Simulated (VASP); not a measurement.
Set up this calculation in VASP 6.6.1, as the native input.

```yaml
Task: single point
Functional: r2SCAN
Potentials_or_basis: VASP PAW PBE potentials, release 64 (Cs_sv, I)
Cutoff: 550 eV
k_mesh: 6 × 6 × 6
Occupations: gaussian, width 0.05 eV
Spin: no spin polarisation
Dipole_correction: no
Further_INCAR_settings: ALGO = Normal; EDIFF = 1e-06; NBANDS = 15
```

Crystal: CsI.

```xyz
2
Lattice="4.5667 0.0000 0.0000 0.0000 4.5667 0.0000 0.0000 0.0000 4.6124" Properties=species:S:1:pos:R:3 pbc="T T T"
Cs    0.0000    0.0000    0.0000
I     2.2833    2.2833    2.3062
```

This cell differs from its parent crystal: strain +0.0100 x Voigt [0, 0, 1, 0, 0, 0].

These files were run (other wordings do the same):

POSCAR

```
CsI
1.0
    4.5667000000      0.0000000000      0.0000000000
    0.0000000000      4.5667000000      0.0000000000
    0.0000000000      0.0000000000      4.6123670000
Cs I
1 1
Direct
    0.0000000000      0.0000000000      0.0000000000
    0.5000000000      0.5000000000      0.5000000000
```

INCAR.step1

```
SYSTEM = CsI
ALGO = Normal
EDIFF = 1E-5
ENCUT = 550
GGA = PE
GGA_COMPAT = .FALSE.
ISMEAR = 0
LASPH = .TRUE.
LCHARG = .FALSE.
LREAL = .FALSE.
LWAVE = .TRUE.
NBANDS = 15
NELM = 120
PREC = Accurate
SIGMA = 0.05
```

INCAR.step2

```
SYSTEM = CsI
ALGO = Normal
EDIFF = 1E-6
ENCUT = 550
GGA_COMPAT = .FALSE.
ISIF = 2
ISMEAR = 0
ISTART = 1
LASPH = .TRUE.
LCHARG = .FALSE.
LMIXTAU = .TRUE.
LREAL = .FALSE.
LWAVE = .FALSE.
METAGGA = R2SCAN
NBANDS = 15
NELM = 120
PREC = Accurate
SIGMA = 0.05
```

KPOINTS

```
k-points
0
G
  6 6 6
  0 0 0
```

Potentials or basis: VASP PAW PBE potentials, release 64 (Cs_sv, I).

Launch:

```console
$ cat potpaw_PBE.64/Cs_sv/POTCAR potpaw_PBE.64/I/POTCAR > POTCAR
$ cp INCAR.step1 INCAR
$ mpirun -np 1 vasp_std > vasp.out
$ cp INCAR.step2 INCAR
$ mpirun -np 1 vasp_std > vasp.out
```

It gave:

```json
{
  "Pressure": "0.3 GPa",
  "Band gap on the k mesh": "4.53 eV (least direct gap 4.62 eV)"
}
```

Caveat: the cell differs from its parent crystal (strain +0.0100 x Voigt [0, 0, 1, 0, 0, 0]); the PAW data sets were made with another functional, which shifts forces and pressure a little; spin-orbit coupling is left out, which moves the levels of the heavy elements.

Wall time 68 s on 1 thread of Intel(R) Xeon(R) 6975P-C (Granite Rapids), on a shared host, peak memory 0.25 GiB.
